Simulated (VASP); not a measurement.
Input of a VASP 6.6.1 run:

INCAR

```
SYSTEM = As
PREC     = Accurate       ! precision mode
ENCUT    = 520            ! plane-wave cutoff, eV
EDIFF    = 1E-6           ! SCF threshold, eV
ISMEAR   = -1             ! smearing method
SIGMA    = 0.1            ! smearing width, eV
LREAL    = .False.        ! projectors in reciprocal space
LASPH    = .True.         ! aspherical terms in the spheres
NELM     = 100            ! most SCF steps
ALGO     = Normal         ! electronic algorithm
ISIF     = 2              ! what is computed and relaxed
LWAVE    = .False.        ! write WAVECAR
LCHARG   = .False.        ! write CHGCAR
GGA      = RP             ! functional
NBANDS   = 8              ! bands
```

The input KPOINTS:

```
Automatic mesh
0
Gamma
  14 14 14
  0 0 0
```

File POSCAR:

```
As
1.0
    0.0000000000      2.2278539371      2.2278539371
    2.2278539371      0.0000000000      2.2278539371
    2.2278539371      2.2278539371      0.0000000000
As
1
Direct
    0.0000000000      0.0000000000      0.0000000000
```

Potentials or basis: VASP PAW PBE potentials, release 64 (As).

The run is started by

```bash
$ cat potpaw_PBE.64/As/POTCAR > POTCAR
$ mpirun -np 1 vasp_std > vasp.out
```

Q: What does it give for the pressure?

A: -6.5 GPa.

Caveat: the PAW data sets were made with another functional, which shifts forces and pressure a little.
